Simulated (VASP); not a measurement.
# Ni5O4 in VASP: a series of runs, part 3 of 3

VASP 6.6.1. The steps go on from the part before.

## Step 4: Single point, PBEsol, collinear spin, ferromagnetic start

This run uses another cell than the first one.

Contents of INCAR:

```
ALGO     = Normal         # electronic algorithm
EDIFF    = 1E-6           # SCF threshold, eV
ENCUT    = 520            # plane-wave cutoff, eV
GGA      = PS             # functional
ISIF     = 2              # what is computed and relaxed
ISMEAR   = 0              # smearing method
ISPIN    = 2              # spin polarisation
LASPH    = True           # aspherical terms in the spheres
LCHARG   = True           # write CHGCAR
LELF     = True           # ELF
LMAXMIX  = 4              # l up to which the mixer works
LORBIT   = 11             # projections on sites
LREAL    = False          # projectors in reciprocal space
LVHAR    = True         
LWAVE    = False          # write WAVECAR
MAGMOM   = 1.14 1.14 1.14 1.14 1.14 0.2 0.2 0.2 0.2 # initial moments
NBANDS   = 51             # bands
NELM     = 150            # most SCF steps
PREC     = Accurate       # precision mode
SIGMA    = 0.1            # smearing width, eV
```

Contents of KPOINTS:

```
k-points
0
Gamma
  12 12 1
```

Contents of POSCAR:

```
Ni5O4
1.0
    2.9105323198      0.0000000000      0.0000000000
   -1.4552661599      2.5205949274      0.0000000000
    0.0000000000      0.0000000000     17.5057587511
Ni O
5 4
Direct
    0.6666666667      0.3333333333      0.2284962370
    0.3333333333      0.6666666667      0.3642481185
    0.0000000000      0.0000000000      0.5000000000
    0.6666666667      0.3333333333      0.6357518815
    0.3333333333      0.6666666667      0.7715037630
    0.0000000000      0.0000000000      0.2963721777
    0.6666666667      0.3333333333      0.4321240592
    0.3333333333      0.6666666667      0.5678759408
    0.0000000000      0.0000000000      0.7036278223
```

Potentials or basis: VASP PAW PBE potentials, release 64 (Ni, O).

The run is started by

```console
$ cat potpaw_PBE.64/Ni/POTCAR potpaw_PBE.64/O/POTCAR > POTCAR
$ mpirun -np 1 vasp_std > vasp.out
```

OUTCAR:

```text
EDIFF = 1E-6
   ENCUT = 520
   GGA = PS
   ISIF = 2
   ISMEAR = 0
   ISPIN = 2
   LASPH = True
   LORBIT = 11
   LREAL = False
   NELM = 150
   PREC = Accurate

 ion  position               nearest neighbor table
   1  0.667  0.333  0.228-   6 2.06   6 2.06   6 2.06   2 2.91   2 2.91   2 2.91
   2  0.333  0.667  0.364-   7 2.06   7 2.06   7 2.06   6 2.06   6 2.06   6 2.06   1 2.91   1 2.91
                             3 2.91   3 2.91   3 2.91   1 2.91
   3  0.000  0.000  0.500-   7 2.06   8 2.06   8 2.06   7 2.06   7 2.06   8 2.06   2 2.91   4 2.91
                             2 2.91   4 2.91   2 2.91   4 2.91
   4  0.667  0.333  0.636-   8 2.06   8 2.06   8 2.06   9 2.06   9 2.06   9 2.06   5 2.91   3 2.91
                             5 2.91   3 2.91   3 2.91   5 2.91
   5  0.333  0.667  0.772-   9 2.06   9 2.06   9 2.06   4 2.91   4 2.91   4 2.91
   6  0.000  0.000  0.296-   1 2.06   1 2.06   1 2.06   2 2.06   2 2.06   2 2.06
   7  0.667  0.333  0.432-   2 2.06   2 2.06   2 2.06   3 2.06   3 2.06   3 2.06
   8  0.333  0.667  0.568-   4 2.06   4 2.06   4 2.06   3 2.06   3 2.06   3 2.06
   9  0.000  0.000  0.704-   5 2.06   5 2.06   5 2.06   4 2.06   4 2.06   4 2.06

  LATTYP: Found a hexagonal cell.
 ALAT       =     2.9105323198
 C/A-ratio  =     6.0146244149

  Lattice vectors:

 A1 = (   2.9105323198,   0.0000000000,   0.0000000000)
 A2 = (  -1.4552661599,   2.5205949274,   0.0000000000)
 A3 = (   0.0000000000,   0.0000000000,  17.5057587511)

Analysis of symmetry for initial positions (statically):
=====================================================================
 Subroutine PRICEL returns:
 Original cell was already a primitive cell.

 Routine SETGRP: Setting up the symmetry group for a
 hexagonal supercell.

[... 205 lines left out ...]
      6      -3.9920      1.00000
[... 977 lines left out ...]
     48      12.6617      0.00000
     49      12.6617      0.00000
 Fermi energy:         3.5334518272

 spin component 2

 k-point     1 :       0.0000    0.0000    0.0000
  band No.  band energies     occupation
      1     -17.0321      1.00000
      2     -16.6975      1.00000
      3     -16.2284      1.00000
      4     -15.7942      1.00000
      5      -4.7225      1.00000
      6      -3.8303      1.00000
[... 977 lines left out ...]
     48      12.8236      0.00000
     49      12.8236      0.00000
 [bands above 49 left out]

------------------------ aborting loop because EDIFF is reached ----------------------------------------

  FORCE on cell =-STRESS in cart. coord.  units (eV):
  Direction    XX          YY          ZZ          XY          YZ          ZX
  --------------------------------------------------------------------------------------
  -------------------------------------------------------------------------------------
  Total       -5.3183511     -5.3183511     -2.9500635      0.0000000      0.0000000     -0.0000000
  in kB      -66.3485079    -66.3485079    -36.8031953      0.0000000      0.0000000     -0.0000000
  external PRESSURE =     -56.5000703 kB  Pullay stress =       0.0000000 kB

 VOLUME and BASIS-vectors are now :
 -----------------------------------------------------------------------------
  energy-cutoff  :      520.00
  volume of cell :      128.43
      direct lattice vectors                 reciprocal lattice vectors
     2.910532320  0.000000000  0.000000000     0.343579761  0.198365868  0.000000000
    -1.455266160  2.520594927  0.000000000     0.000000000  0.396731735  0.000000000
     0.000000000  0.000000000 17.505758751     0.000000000  0.000000000  0.057124059

 POSITION                                       TOTAL-FORCE (eV/Angst)
 -----------------------------------------------------------------------------------
      1.45527      0.84020      4.00000         0.000000      0.000000      0.609277
     -0.00000      1.68040      6.37644        -0.000000     -0.000000     -0.415438
      0.00000      0.00000      8.75288        -0.000000      0.000000      0.000000
      1.45527      0.84020     11.12932        -0.000000      0.000000      0.415438
     -0.00000      1.68040     13.50576         0.000000     -0.000000     -0.609277
      0.00000      0.00000      5.18822        -0.000000      0.000000     -0.186295
      1.45527      0.84020      7.56466        -0.000000     -0.000000      0.076734
     -0.00000      1.68040      9.94110        -0.000000      0.000000     -0.076734
      0.00000      0.00000     12.31754         0.000000     -0.000000      0.186295
 -----------------------------------------------------------------------------------
    total drift:                                0.000000      0.000000      0.000000

  FREE ENERGIE OF THE ION-ELECTRON SYSTEM (eV)
  ---------------------------------------------------
  free  energy   TOTEN  =       -52.9631546945 eV

  energy  without entropy=      -52.9109295614  energy(sigma->0) =      -52.93704213

 total charge

# of ion       s       p       d       tot
------------------------------------------
    1        0.322   0.293   8.349   8.964
    2        0.345   0.431   8.360   9.136
    3        0.349   0.435   8.343   9.127
    4        0.345   0.431   8.360   9.136
    5        0.322   0.293   8.349   8.964
    6        1.565   3.353   0.000   4.918
    7        1.564   3.376   0.000   4.941
    8        1.564   3.376   0.000   4.941
    9        1.565   3.353   0.000   4.918
--------------------------------------------------
tot          7.942  15.340  41.763  65.045

 magnetization (x)

# of ion       s       p       d       tot
------------------------------------------
    1       -0.004  -0.002   0.783   0.777
    2        0.008   0.009   0.538   0.556
    3        0.007   0.009   0.796   0.812
    4        0.008   0.009   0.538   0.556
    5       -0.004  -0.002   0.783   0.777
    6        0.016   0.105   0.000   0.121
    7        0.015   0.077   0.000   0.092
    8        0.015   0.077   0.000   0.092
    9        0.016   0.105   0.000   0.121
--------------------------------------------------
tot          0.078   0.387   3.439   3.905
```

OSZICAR:

```text
N       E                     dE             d eps       ncg     rms          rms(c)
DAV:   1     0.762735975717E+03    0.76274E+03   -0.33658E+04  3876   0.175E+03
DAV:   2     0.731312204042E+02   -0.68960E+03   -0.63555E+03  3972   0.420E+02
DAV:   3    -0.542113026339E+02   -0.12734E+03   -0.11993E+03  4336   0.190E+02
[... 13 lines left out ...]
DAV:  71    -0.529627291473E+02    0.11930E-02   -0.10579E-02  4685   0.108E+00    0.174E-01
DAV:  72    -0.529631757497E+02   -0.44660E-03   -0.10830E-03  5216   0.355E-01    0.152E-01
DAV:  73    -0.529631524086E+02    0.23341E-04   -0.30465E-05  4437   0.471E-02    0.152E-01
DAV:  74    -0.529631555268E+02   -0.31182E-05   -0.18013E-06  3318   0.113E-02    0.152E-01
DAV:  75    -0.529631546945E+02    0.83236E-06   -0.41708E-07  2489   0.658E-03
   1 F= -.52963155E+02 E0= -.52937042E+02  d E =-.522251E-01  mag=     3.8698
```

stdout:

```text
POSCAR found type information on POSCAR NiO
 POSCAR found :  2 types and       9 ions
 scaLAPACK will be used
 -----------------------------------------------------------------------------
|                                                                             |
|                                                                             |
|     You enforced a specific xc type in the INCAR file but a different       |
|     I HOPE YOU KNOW WHAT YOU ARE DOING!                                     |
|                                                                             |
 -----------------------------------------------------------------------------

 LDA part: xc-table for (Slater+PW92), standard interpolation
 POSCAR, INCAR and KPOINTS ok, starting setup
 FFT: planning ... GRIDC
 FFT: planning ... GRID_SOFT
 FFT: planning ... GRID
 WAVECAR not read
 entering main loop
```

Run time: 14 min. Hardware: 1 thread of AMD EPYC 9R45 (Zen 5), shared host; peak memory 0.4 GiB.

What came out:

* Free energy: -52.9632 eV
* Largest force: 0.609 eV/Å
* Net moment: 3.89 μB per cell
* Site moments: Ni +0.78, +0.56, +0.81 (each value once); O +0.12, +0.09 (each value once) μB
* Valence electrons inside the program's atomic spheres: Ni 8.96, 9.14, 9.13 (each value once); O 4.92, 4.94 (each value once)

Forces in eV/Å, atoms in the order of the input:
```
Ni   0.000  0.000  0.609
Ni   0.000  0.000 -0.415
Ni   0.000  0.000  0.000
Ni   0.000  0.000  0.415
Ni   0.000  0.000 -0.609
O    0.000  0.000 -0.186
O    0.000  0.000  0.077
O    0.000  0.000 -0.077
O    0.000  0.000  0.186
```

Caveat: the PAW data sets were made with another functional, which shifts forces and pressure a little. With open d or f shells a metallic result of PBEsol can be an artefact of self-interaction; +U or a hybrid may open a gap.

## Step 5: The runs side by side

| cell | k mesh | dipole correction | gap on the mesh (eV) | moment (μB) | largest force (eV/Å) |
| --- | --- | --- | --- | --- | --- |
| a = 2.911, b = 2.911, c = 24.506 Å, angles 90.0, 90.0, 120.0°, 9 atoms | 12 × 12 × 1 | yes | none | 4.19 | 0.74 |
| a = 2.911, b = 2.911, c = 24.506 Å, angles 90.0, 90.0, 120.0°, 9 atoms | 1 × 1 × 1 | yes | - | 4.00 | 1.04 |
| a = 2.911, b = 2.911, c = 17.506 Å, angles 90.0, 90.0, 120.0°, 9 atoms | 12 × 12 × 1 | no | none | 3.89 | 0.61 |

Alike in all rows: task single point; level PBEsol; potentials or basis VASP PAW PBE potentials, release 64 (Ni, O); spin collinear, ferromagnetic start; cutoff (eV) 520; smearing gaussian 0.1 eV.

Caveats: some runs use coarse meshes; the PAW data sets were made with another functional, which shifts forces and pressure a little.

Total energies depend on the potentials used, so only differences within one code and one set of settings carry meaning.
